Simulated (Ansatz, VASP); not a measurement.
One calculation of I, two programs

```
I
1.0
    -1.53473    1.53473    1.53473
     1.53473   -1.53473    1.53473
     1.53473    1.53473   -1.53473
I
1
Direct
  0.00000 0.00000 0.00000
```

Change from the starting cell: volume scaled by 0.4, LAPW.

Alike in both runs: task single point; functional PBE; k mesh 13 × 13 × 13; occupations fermi-dirac, width 0.1 eV; no spin polarisation.

|  | VASP | Ansatz |
| --- | --- | --- |
| version | VASP 6.6.1 | Ansatz 0.2.0 |
| potentials or method | VASP PAW PBE potentials, release 64 (I), cutoff 520 eV | all-electron LAPW, scalar-relativistic |

|  | VASP | Ansatz | Ansatz less VASP |
| --- | --- | --- | --- |
| pressure (GPa) | 200.0 | 200.5 | +0.53 |

Both programs put the cell under a high pressure, so it lies far from rest at this level. Ansatz ran all-electron here, and VASP with PAW potentials.

Neither program's run includes spin-orbit coupling. Noted on VASP's run: the cell as given lies far from equilibrium.
